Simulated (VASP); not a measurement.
# Ca2Be (P6/mmm) in VASP: relaxation of cell and atoms with PBE

Aim: the relaxation of cell and atoms of Ca2Be with PBE.

All numbers are computed with VASP 6.6.1; they aren't measurements. Logs are shortened: lines on timing, memory, paths and dates and some standing lists are left out, and cuts for length are marked.

### Step 1. The cell of the first run

The structure is hexagonal, space group P6/mmm (No. 191). Conventional cell: a = 5.284 Å, b = 5.284 Å, c = 3.181 Å, α = 90.00°, β = 90.00°, γ = 120.00°. Ca (site symmetry -6m2) has 5 Ca at 3.05 to 3.18 Å and 6 Be at 3.44 Å within 4.0 Å. Be (site symmetry 6/mmm) has 2 Be at 3.18 Å and 12 Ca at 3.44 Å within 4.2 Å.

### Step 2. Relaxation of cell and atoms, PBE

Input file INCAR:

```
  PREC = Accurate
  ENCUT = 600
  EDIFF = 1E-6
  ISMEAR = 0
  SIGMA = 0.1
  LREAL = False
  LASPH = True
  NELM = 80
  ALGO = Fast
  ISIF = 3
  LWAVE = False
  LCHARG = False
  GGA = PE
  IBRION = 2
  NSW = 100
  EDIFFG = -0.01
```

Input file KPOINTS:

```
regular mesh
0
Gamma
  12 12 14
```

Input file POSCAR:

```
Ca2Be
1.0
    5.2843162860      0.0000000000      0.0000000000
   -2.6421581430      4.5763521453      0.0000000000
    0.0000000000      0.0000000000      3.1807754178
Ca Be
2 1
Direct
    0.3333333333      0.6666666667      0.5000000000
    0.6666666667      0.3333333333      0.5000000000
    0.0000000000      0.0000000000      0.0000000000
```

Potentials or basis: VASP PAW PBE potentials, release 64 (Ca_sv, Be).

Launch:

```console
cat potpaw_PBE.64/Ca_sv/POTCAR potpaw_PBE.64/Be/POTCAR > POTCAR
mpirun -np 1 vasp_std > vasp.out
```

OUTCAR:

```text
PREC = Accurate
   ENCUT = 600
   EDIFF = 1E-6
   ISMEAR = 0
   LREAL = False
   LASPH = True
   NELM = 80
   ISIF = 3
   GGA = PE
   IBRION = 2
   NSW = 100
   EDIFFG = -0.01

 ion  position               nearest neighbor table
   1  0.333  0.667  0.500-   2 3.05   2 3.05   2 3.05
   2  0.667  0.333  0.500-   1 3.05   1 3.05   1 3.05
   3  0.000  0.000  0.000-

  LATTYP: Found a hexagonal cell.
 ALAT       =     5.2843162860
 C/A-ratio  =     0.6019275239

  Lattice vectors:

 A1 = (   5.2843162860,   0.0000000000,   0.0000000000)
 A2 = (  -2.6421581430,   4.5763521453,   0.0000000000)
 A3 = (   0.0000000000,   0.0000000000,   3.1807754178)

Analysis of symmetry for initial positions (statically):
=====================================================================
 Subroutine PRICEL returns:
 Original cell was already a primitive cell.

 Routine SETGRP: Setting up the symmetry group for a
 hexagonal supercell.

 Subroutine GETGRP returns: Found 24 space group operations
 (whereof 24 operations were pure point group operations)
 out of a pool of 24 trial point group operations.

The static configuration has the point symmetry D_6h.

Analysis of symmetry for dynamics (positions and initial velocities):
=====================================================================
 Subroutine PRICEL returns:
 Original cell was already a primitive cell.

 Routine SETGRP: Setting up the symmetry group for a
 hexagonal supercell.

 Subroutine GETGRP returns: Found 24 space group operations
 (whereof 24 operations were pure point group operations)
 out of a pool of 24 trial point group operations.

The dynamic configuration has the point symmetry D_6h.

 Subroutine INISYM returns: Found 24 space group operations
 (whereof 24 operations are pure point group operations),
 and found     1 'primitive' translations

----------------------------------------------------------------------------------------

                                     Primitive cell

  volume of cell :      76.9203

  direct lattice vectors                    reciprocal lattice vectors
     5.284316286  0.000000000  0.000000000     0.189239240  0.109257326  0.000000000
    -2.642158143  4.576352145  0.000000000     0.000000000  0.218514653  0.000000000
     0.000000000  0.000000000  3.180775418     0.000000000  0.000000000  0.314388748

  length of vectors
     5.284316286  5.284316286  3.180775418     0.218514653  0.218514653  0.314388748
[... 105 lines left out ...]
  Fermi-wavevector in a.u.,A,eV,Ry     =   1.078620  2.038297 15.829318  1.163422
  Thomas-Fermi vector in A             =   2.214564
   LORBIT       =      0    0 simple, 1 ext, 2 COOP (PROOUT), +10 PAW based schemes
   GGA     = PE    functional components
   LHFCALC =     F    Hartree Fock is set to
   AEXX    =    0.0000 exact exchange contribution
   IVDW    =     0    specifies the selected vdW correction
   LEPSILON=     F    determine dielectric tensor
   LRPA    =     F    only Hartree local field effects (RPA)
 conjugate gradient relaxation of ions
 non-spin polarized calculation
 RMM-DIIS sequential band-by-band and
 Gauss-broadening in eV      SIGMA  =   0.10
  energy-cutoff  :      600.00
  volume of cell :       76.92
 maximum number of plane-waves:      2617
   NGX = 21   NGY = 21   NGZ = 13

--------------------------------------- Ionic step        1  -------------------------------------------

 number of electron      22.0000002 magnetization

 Free energy of the ion-electron system (eV)
  ---------------------------------------------------
  ext. energy  EPLUGINS =         0.00000000
  ---------------------------------------------------
  free energy    TOTEN  =        -5.73055221 eV

  energy without entropy =       -5.71825380  energy(sigma->0) =       -5.72440300

------------------------ aborting loop because EDIFF is reached ----------------------------------------

  FORCE on cell =-STRESS in cart. coord.  units (eV):
  Direction    XX          YY          ZZ          XY          YZ          ZX
  --------------------------------------------------------------------------------------
  -------------------------------------------------------------------------------------
  Total       -0.1373252     -0.1373252      0.4814364      0.0000000      0.0000000      0.0000000
  in kB       -2.8603525     -2.8603525     10.0278592      0.0000000      0.0000000      0.0000000
  external PRESSURE =       1.4357180 kB  Pullay stress =       0.0000000 kB
[... 61 lines left out ...]
--------------------------------------- Ionic step        3  -------------------------------------------

 number of electron      22.0000002 magnetization

 Free energy of the ion-electron system (eV)
  ---------------------------------------------------
  ext. energy  EPLUGINS =         0.00000000
  ---------------------------------------------------
  free energy    TOTEN  =        -5.73322536 eV

  energy without entropy =       -5.72077653  energy(sigma->0) =       -5.72700095

 E-fermi :   2.7583     XC(G=0):  -8.7278

 val. band max:        2.7581632001   @ k =   0.5000   0.0000   0.0000
 cond. band min:       2.7588401782   @ k =   0.5000   0.0000   0.0714
 fundamental gap:      0.0006769781
 Fermi energy:         2.7583327996

 k-point     1 :       0.0000    0.0000    0.0000
  band No.  band energies     occupation
      1     -38.6871      2.00000
      2     -38.5448      2.00000
      3     -19.9361      2.00000
      4     -19.9361      2.00000
      5     -19.4533      2.00000
      6     -19.4533      2.00000
      7     -19.4170      2.00000
      8     -19.3074      2.00000
      9      -2.1914      2.00000
     10       2.4587      1.99998
     11       2.4587      1.99998
     12       3.3589      0.00000
     13       4.3964      0.00000
     14       4.5178      0.00000
[... 401 lines left out ...]
      2     -38.5727      2.00000
      3     -19.9674      2.00000
      4     -19.8579      2.00000
      5     -19.5320      2.00000
      6     -19.4184      2.00000
      7     -19.4140      2.00000
      8     -19.3534      2.00000
      9      -1.3333      2.00000
     10       0.8513      2.00000
     11       2.6978      1.60839
     12       2.9726      0.00244
     13       4.1944      0.00000
     14       4.3551      0.00000
     15       4.9204      0.00000

 [... further k-points ...]

------------------------ aborting loop because EDIFF is reached ----------------------------------------

  FORCE on cell =-STRESS in cart. coord.  units (eV):
  Direction    XX          YY          ZZ          XY          YZ          ZX
  --------------------------------------------------------------------------------------
  -------------------------------------------------------------------------------------
  Total        0.0206624      0.0206624      0.0169408      0.0000000      0.0000000     -0.0000000
  in kB        0.4286324      0.4286324      0.3514299      0.0000000      0.0000000     -0.0000000
  external PRESSURE =       0.4028983 kB  Pullay stress =       0.0000000 kB
[... 18 lines left out ...]
  FREE ENERGIE OF THE ION-ELECTRON SYSTEM (eV)
  ---------------------------------------------------
  free  energy   TOTEN  =        -5.7332253642 eV

  energy  without entropy=       -5.7207765265  energy(sigma->0) =       -5.72700095

 reached required accuracy - stopping structural energy minimisation
```

OSZICAR:

```text
N       E                     dE             d eps       ncg     rms          rms(c)
DAV:   1     0.198430176728E+03    0.19843E+03   -0.12262E+04  4560   0.151E+03
DAV:   2     0.558600673114E+01   -0.19284E+03   -0.19139E+03  4721   0.393E+02
[... 30 lines left out ...]
DAV:   1    -0.573369287623E+01   -0.56222E-03   -0.27294E-02  6156   0.161E+00    0.124E-01
RMM:   2    -0.573335361272E+01    0.33926E-03   -0.45120E-04  4777   0.223E-01    0.689E-02
RMM:   3    -0.573321843798E+01    0.13517E-03   -0.34481E-04  4978   0.180E-01    0.907E-03
RMM:   4    -0.573322331642E+01   -0.48784E-05   -0.91646E-05  5511   0.777E-02    0.413E-03
RMM:   5    -0.573322535488E+01   -0.20385E-05   -0.21671E-05  5833   0.342E-02    0.487E-03
RMM:   6    -0.573322536416E+01   -0.92862E-08   -0.57169E-06  4041   0.160E-02
   3 F= -.57332254E+01 E0= -.57270009E+01  d E =-.267315E-02
```

CONTCAR:

```text
Ca2Be
   1.00000000000000
     5.2698700332460646    0.0000000000000000    0.0000000000000000
    -2.6349350166230323    4.5638413234256650    0.0000000000000000
    -0.0000000000000000    0.0000000000000000    3.2112605494567221
  Ca              Be
     2     1
Direct
     0.3333333332999970    0.6666666667000030    0.5000000000000000
     0.6666666667000030    0.3333333332999970    0.5000000000000000
     0.0000000000000000    0.0000000000000000    1.0000000000000000

  0.00000000E+00  0.00000000E+00  0.00000000E+00
  0.00000000E+00  0.00000000E+00  0.00000000E+00
  0.00000000E+00  0.00000000E+00  0.00000000E+00
```

Wall time 4.1 min (1 thread of Intel Xeon 6975P-C (Granite Rapids), shared host); peak memory 0.38 GiB.

What came out:

```yaml
Free_energy: -5.7332 eV
Relaxed_volume: 25.74 Å³/atom
Relaxed_cell: a = 5.270 Å, b = 5.270 Å, c = 3.211 Å, α = 90.00°, β = 90.00°, γ = 120.00°
Space_group_after_relaxing_to_0.1_Å: P6/mmm (No. 191)
Energy_gained_by_relaxing: 0.9 meV/atom
Ionic_steps: 3
Pressure_after_relaxing: 0.0 GPa
Band_gap_on_the_k_mesh: zero (bands 11 and 12 overlap by 1.19 eV)
```

Step by step:
| step | energy change (eV) | largest force (eV/Å) | pressure (GPa) | volume (Å³) |
| --- | --- | --- | --- | --- |
| 1 | 0.0000 | 0.0000 | 0.14 | 76.92 |
| 2 | -0.0026 | 0.0000 | 0.06 | 77.17 |
| 3 | -0.0027 | 0.0000 | 0.04 | 77.23 |

Final structure:
```xyz
3
Lattice="5.2699 0.0000 0.0000 -2.6349 4.5638 0.0000 0.0000 0.0000 3.2113" Properties=species:S:1:pos:R:3 pbc="T T T"
Ca    0.0000    3.0426    1.6056
Ca    2.6349    1.5213    1.6056
Be    0.0000    0.0000    3.2113
```

Levels at points of the mesh, in eV from the Fermi level:
| k point | band 7 | band 8 | band 9 | band 10 | band 11 | band 12 | band 13 | band 14 | band 15 |
| --- | --- | --- | --- | --- | --- | --- | --- | --- | --- |
| (0.00, 0.00, 0.00) | -22.18 | -22.07 | -4.95 | -0.30 | -0.30 | 0.60 | 1.64 | 1.76 | 1.76 |
| (0.50, 0.00, 0.00) | -22.14 | -22.10 | -3.61 | -2.66 | -0.18 | 0.00 | 1.59 | 1.64 | 1.94 |
| (0.00, 0.00, 0.50) | -22.16 | -22.16 | -1.65 | -1.53 | 0.57 | 0.57 | 1.47 | 1.47 | 2.46 |
| (0.50, 0.00, 0.50) | -22.28 | -22.12 | -1.62 | -0.62 | -0.46 | -0.15 | 1.21 | 2.01 | 2.27 |
